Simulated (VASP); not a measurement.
# Hf (P6_3/mmc) in VASP: further runs

The runs below take Hf through single point, with PBEsol.

Program: VASP 6.6.1. These are calculated values, not measurements. Logs are shortened: lines on timing, memory, paths and dates and some standing lists are left out, and cuts for length are marked.

### 1 The cell of the first run

It takes space group P6_3/mmc (No. 194, hexagonal). The conventional cell has a = 3.197 Å, b = 3.197 Å, c = 4.906 Å, α = 90.00°, β = 90.00°, γ = 120.00°. Hf (site symmetry -6m2) has 12 Hf at 3.07 to 3.20 Å within 4.0 Å.

### 2 Single point, PBEsol (strain +0.000 along x and y, -0.030 along z)

Contents of INCAR:

```
  ALGO = Fast
  EDIFF = 1E-6
  ENCUT = 520
  GGA = PS
  ISIF = 2
  ISMEAR = 0
  LASPH = T
  LCHARG = F
  LREAL = F
  LWAVE = F
  NBANDS = 17
  NELM = 60
  PREC = Accurate
  SIGMA = 0.15
```

Contents of KPOINTS:

```
k-points
0
Gamma
  18 18 10
```

Contents of POSCAR:

```
Hf
1.0
    3.1966985242      0.0000000000      0.0000000000
   -1.5983492621      2.7684221302      0.0000000000
    0.0000000000      0.0000000000      4.9060660000
Hf
2
Direct
    0.3333333333      0.6666666667      0.2500000000
    0.6666666667      0.3333333333      0.7500000000
```

Potentials or basis: VASP PAW PBE potentials, release 64 (Hf_pv).

Run with:

```console
$ cat potpaw_PBE.64/Hf_pv/POTCAR > POTCAR
$ mpirun -np 1 vasp_std > vasp.out
```

OUTCAR:

```text
EDIFF = 1E-6
   ENCUT = 520
   GGA = PS
   ISIF = 2
   ISMEAR = 0
   LASPH = T
   LREAL = F
   NELM = 60
   PREC = Accurate

 ion  position               nearest neighbor table
   1  0.333  0.667  0.250-   2 3.07   2 3.07   2 3.07   2 3.07   2 3.07   2 3.07
   2  0.667  0.333  0.750-   1 3.07   1 3.07   1 3.07   1 3.07   1 3.07   1 3.07

  LATTYP: Found a hexagonal cell.
 ALAT       =     3.1966985242
 C/A-ratio  =     1.5347290221

  Lattice vectors:

 A1 = (   3.1966985242,   0.0000000000,   0.0000000000)
 A2 = (  -1.5983492621,   2.7684221302,   0.0000000000)
 A3 = (   0.0000000000,   0.0000000000,   4.9060660000)

Analysis of symmetry for initial positions (statically):
=====================================================================
 Subroutine PRICEL returns:
 Original cell was already a primitive cell.

 Routine SETGRP: Setting up the symmetry group for a
 hexagonal supercell.

 Subroutine GETGRP returns: Found 24 space group operations
 (whereof 12 operations were pure point group operations)
 out of a pool of 24 trial point group operations.

The static configuration has the point symmetry D_3d.
 The point group associated with its full space group is D_6h.

Analysis of symmetry for dynamics (positions and initial velocities):
=====================================================================
 Subroutine PRICEL returns:
 Original cell was already a primitive cell.

 Routine SETGRP: Setting up the symmetry group for a
 hexagonal supercell.

 Subroutine GETGRP returns: Found 24 space group operations
 (whereof 12 operations were pure point group operations)
 out of a pool of 24 trial point group operations.

The dynamic configuration has the point symmetry D_3d.
 The point group associated with its full space group is D_6h.

 Subroutine INISYM returns: Found 24 space group operations
 (whereof 12 operations are pure point group operations),
 and found     1 'primitive' translations

----------------------------------------------------------------------------------------

                                     Primitive cell

  volume of cell :      43.4178

  direct lattice vectors                    reciprocal lattice vectors
     3.196698524  0.000000000  0.000000000     0.312822743  0.180608295  0.000000000
[... 76 lines left out ...]
 SYSTEM =  unknown system
   PREC   = accura    normal or accurate (medium, high low for compatibility)
   ISTART =      0    job   : 0-new  1-cont  2-samecut
   ICHARG =      2    charge: 1-file 2-atom 10-const
   ISPIN  =      1    spin polarized calculation?
   LNONCOLLINEAR =      F non collinear calculations
   LSORBIT =      F    spin-orbit coupling
   LASPH  =      T    aspherical Exc in radial PAW
   ENCUT  =  520.0 eV  38.22 Ry    6.18 a.u.   5.94  5.94  9.12*2*pi/ulx,y,z
   NELM   =     60;   NELMIN=  2; NELMDL= -5     # of ELM steps
   EDIFF  = 0.1E-05   stopping-criterion for ELM
   LREAL  =      F    real-space projection
   EDIFFG = 0.1E-04   stopping-criterion for IOM
   NSW    =      0    number of steps for IOM
   IBRION =     -1    ionic relax: 0-MD 1-quasi-New 2-CG
   NFREE  =      0    steps in history (QN), initial steepest desc. (CG)
   ISIF   =      2    stress and relaxation
   ISYM   =      2    0-nonsym 1-usesym 2-fastsym
   POTIM  = 0.5000    time-step for ionic-motion
   TEBEG  =    0.0;   TEEND  =   0.0 temperature during run
   PSTRESS=    0.0 pullay stress
   NELECT =      20.0000    total number of electrons
   NUPDOWN=      -1.0000    fix difference up-down
   EMIN   =  10.00;   EMAX   =-10.00  energy-range for DOS
   EFERMI =   0.00;   METHOD = LEGACY
   ISMEAR =     0;   SIGMA  =   0.15  broadening in eV -4-tet -1-fermi 0-gaus
   EFERMI_NEDOS =   21; number of points for ismear=-14 and -15
   IALGO  =     68    algorithm
   IMIX   =      4    mixing-type and parameters
     AMIX     =   0.40;   BMIX     =  1.00
     AMIX_MAG =   1.60;   BMIX_MAG =  1.00
  volume/ion in A,a.u.               =      21.71       146.50
  Fermi-wavevector in a.u.,A,eV,Ry     =   1.264336  2.389248 21.749519  1.598545
  Thomas-Fermi vector in A             =   2.397646
   LORBIT       =      0    0 simple, 1 ext, 2 COOP (PROOUT), +10 PAW based schemes
   GGA     = PS    functional components
   LHFCALC =     F    Hartree Fock is set to
   AEXX    =    0.0000 exact exchange contribution
   IVDW    =     0    specifies the selected vdW correction
   LEPSILON=     F    determine dielectric tensor
   LRPA    =     F    only Hartree local field effects (RPA)
 non-spin polarized calculation
 RMM-DIIS sequential band-by-band and
 Gauss-broadening in eV      SIGMA  =   0.15
  energy-cutoff  :      520.00
  volume of cell :       43.42
 maximum number of plane-waves:      1188
 NGX is ok and might be reduce to    24
   NGX = 11   NGY = 11   NGZ = 19

 number of electron      20.0000006 magnetization

 Free energy of the ion-electron system (eV)
  ---------------------------------------------------
  ext. energy  EPLUGINS =         0.00000000
  ---------------------------------------------------
  free energy    TOTEN  =       -21.00363576 eV

  energy without entropy =      -20.98702094  energy(sigma->0) =      -20.99532835

 E-fermi :   4.9844     XC(G=0): -11.5284

 val. band max:        4.9832393175   @ k =   0.3333   0.3333   0.3000
 cond. band min:       4.9964784272   @ k =   0.3889   0.2222   0.3000
 fundamental gap:      0.0132391097
 Fermi energy:         4.9843890014

 k-point     1 :       0.0000    0.0000    0.0000
  band No.  band energies     occupation
      1     -26.0865      2.00000
      2     -25.2593      2.00000
      3     -25.2593      2.00000
      4     -25.0939      2.00000
      5     -25.0939      2.00000
      6     -25.0616      2.00000
[... 457 lines left out ...]
      4     -25.4717      2.00000
      5     -25.3360      2.00000
      6     -25.2166      2.00000
[... 9 lines left out ...]
     16      11.5924      0.00000
     17      11.7848      0.00000

 [... further k-points ...]
[... 5 lines left out ...]
  --------------------------------------------------------------------------------------
  -------------------------------------------------------------------------------------
  Total       -0.5460136     -0.5460136      0.5031746      0.0000000      0.0000000      0.0000000
  in kB      -20.1486811    -20.1486811     18.5678612      0.0000000      0.0000000      0.0000000
  external PRESSURE =      -7.2431670 kB  Pullay stress =       0.0000000 kB

 VOLUME and BASIS-vectors are now :
 -----------------------------------------------------------------------------
  energy-cutoff  :      520.00
  volume of cell :       43.42
      direct lattice vectors                 reciprocal lattice vectors
     3.196698524  0.000000000  0.000000000     0.312822743  0.180608295  0.000000000
    -1.598349262  2.768422130  0.000000000     0.000000000  0.361216589  0.000000000
     0.000000000  0.000000000  4.906066000     0.000000000  0.000000000  0.203829300

 POSITION                                       TOTAL-FORCE (eV/Angst)
 -----------------------------------------------------------------------------------
     -0.00000      1.84561      1.22652         0.000000      0.000000      0.000000
      1.59835      0.92281      3.67955        -0.000000      0.000000      0.000000
 -----------------------------------------------------------------------------------
    total drift:                                0.000000     -0.000000      0.000000

  FREE ENERGIE OF THE ION-ELECTRON SYSTEM (eV)
  ---------------------------------------------------
  free  energy   TOTEN  =       -21.0036357567 eV

  energy  without entropy=      -20.9870209403  energy(sigma->0) =      -20.99532835
```

It took 54 s on 1 thread of Intel Xeon 6975P-C (Granite Rapids), shared host; peak memory 0.25 GiB.

What came out:

| Quantity | Value |
| --- | --- |
| Free energy | -21.0036 eV |
| Pressure | -0.7 GPa |
| Band gap on the k mesh | zero (band 10 reaches 6.07 eV, above the bottom of band 11 at 4.57 eV) |

Caveat: the cell differs from its parent crystal (strain +0.000 along x and y, -0.030 along z); the PAW data sets were made with another functional, which shifts forces and pressure a little; spin-orbit coupling is left out, which moves the levels of the heavy elements.

### 3 Single point, PBEsol (strain -0.015 along x and y, +0.000 along z)

Contents of INCAR:

```
  ALGO = Fast
  EDIFF = 1E-6
  ENCUT = 520
  GGA = PS
  ISIF = 2
  ISMEAR = 0
  LASPH = True
  LCHARG = True
  LELF = True
  LREAL = False
  LVHAR = True
  LWAVE = False
  NBANDS = 17
  NELM = 80
  PREC = Accurate
  SIGMA = 0.15
```

KPOINTS is that of step 2.

Contents of POSCAR:

```
Hf
1.0
    3.1487480463      0.0000000000      0.0000000000
   -1.5743740232      2.7268957982      0.0000000000
    0.0000000000      0.0000000000      5.0578000000
Hf
2
Direct
    0.3333333333      0.6666666667      0.2500000000
    0.6666666667      0.3333333333      0.7500000000
```

Potentials or basis: VASP PAW PBE potentials, release 64 (Hf_pv).

Run with:

```console
$ cat potpaw_PBE.64/Hf_pv/POTCAR > POTCAR
$ mpirun -np 1 vasp_std > vasp.out
```

Wall time 56 s (1 thread of Intel Xeon 6975P-C (Granite Rapids), shared host); peak memory 0.26 GiB.

Results (log left out):

```yaml
Free_energy: -21.0112 eV
Pressure: -1.0 GPa
Band_gap_on_the_k_mesh: zero (band 10 reaches 6.17 eV, above the bottom of band 11 at 4.57 eV)
```

Stress tensor (GPa, compression positive):
```
-0.31  0.00  0.00
 0.00 -0.31  0.00
 0.00  0.00 -2.31
```

Levels at points of the mesh, in eV from the Fermi level:
```csv
k point,band 6,band 7,band 8,band 9,band 10,band 11,band 12,band 13,band 14,band 15
"(0.00, 0.00, 0.00)",-30.03,-7.49,-3.85,0.65,1.21,1.21,1.32,2.02,2.02,2.81
"(0.50, 0.00, 0.00)",-30.14,-3.39,-2.86,-2.35,-0.67,0.82,0.87,1.64,6.20,6.62
"(0.00, 0.00, 0.50)",-30.10,-5.50,-5.50,0.06,0.06,1.13,1.13,1.13,1.13,4.94
"(0.50, 0.00, 0.50)",-30.25,-3.51,-3.51,-1.08,-1.08,1.31,1.31,2.77,2.77,6.26
```

Caveat: the cell differs from its parent crystal (strain -0.015 along x and y, +0.000 along z); the PAW data sets were made with another functional, which shifts forces and pressure a little; spin-orbit coupling is left out, which moves the levels of the heavy elements.

### 4 Single point, PBEsol (strain +0.000 along x and y, -0.015 along z)

Contents of INCAR:

```
PREC = Accurate
ENCUT = 520
EDIFF = 1E-6
ISMEAR = 0
SIGMA = 0.15
LREAL = F
LASPH = T
NELM = 100
ALGO = Fast
ISIF = 2
LWAVE = F
LCHARG = F
GGA = PS
NBANDS = 17
```

Contents of KPOINTS:

```
Automatic mesh
0
Gamma
  18 18 10
```

Contents of POSCAR:

```
Hf
1.0
    3.1966985242      0.0000000000      0.0000000000
   -1.5983492621      2.7684221302      0.0000000000
    0.0000000000      0.0000000000      4.9819330000
Hf
2
Direct
    0.3333333333      0.6666666667      0.2500000000
    0.6666666667      0.3333333333      0.7500000000
```

Run with:

```console
$ cat potpaw_PBE.64/Hf_pv/POTCAR > POTCAR
$ mpirun -np 1 vasp_std > vasp.out
```

Run time: 54 s. Hardware: 1 thread of Intel Xeon 6975P-C (Granite Rapids), shared host; peak memory 0.26 GiB.

It converged, with:

```yaml
Free_energy: -21.0047 eV
Pressure: -2.5 GPa
Band_gap_on_the_k_mesh: zero (band 10 reaches 6.00 eV, above the bottom of band 11 at 4.45 eV)
```

Stress tensor (GPa, compression positive):
```
-3.07  0.00  0.00
 0.00 -3.07  0.00
 0.00  0.00 -1.33
```

Levels at points of the mesh, in eV from the Fermi level:
| k point | band 8 | band 9 | band 10 | band 11 | band 12 | band 13 |
| --- | --- | --- | --- | --- | --- | --- |
| (0.00, 0.00, 0.00) | -3.74 | 0.84 | 1.13 | 1.13 | 1.59 | 2.00 |
| (0.50, 0.00, 0.00) | -2.82 | -2.26 | -0.83 | 0.66 | 0.96 | 1.78 |
| (0.00, 0.00, 0.50) | -5.39 | 0.21 | 0.21 | 0.98 | 0.98 | 0.98 |
| (0.50, 0.00, 0.50) | -3.47 | -0.98 | -0.98 | 1.22 | 1.22 | 2.59 |

Caveat: the cell differs from its parent crystal (strain +0.000 along x and y, -0.015 along z); the PAW data sets were made with another functional, which shifts forces and pressure a little; spin-orbit coupling is left out, which moves the levels of the heavy elements.

### 5 Overview

```tsv
cell	gap on the mesh (eV)	pressure (GPa)
a = 3.197, b = 3.197, c = 4.906 Å, angles 90.0, 90.0, 120.0°, 2 atoms	none	-0.7
a = 3.149, b = 3.149, c = 5.058 Å, angles 90.0, 90.0, 120.0°, 2 atoms	none	-1.0
a = 3.197, b = 3.197, c = 4.982 Å, angles 90.0, 90.0, 120.0°, 2 atoms	none	-2.5
```

Alike in all rows: task single point; level PBEsol; potentials or basis VASP PAW PBE potentials, release 64 (Hf_pv); no spin polarisation; k mesh 18 × 18 × 10; cutoff (eV) 520; smearing gaussian 0.15 eV.

Caveats: the PAW data sets were made with another functional, which shifts forces and pressure a little; spin-orbit coupling is left out, which moves the levels of the heavy elements.

Total energies depend on the potentials used, so only differences within one code and one set of settings carry meaning.
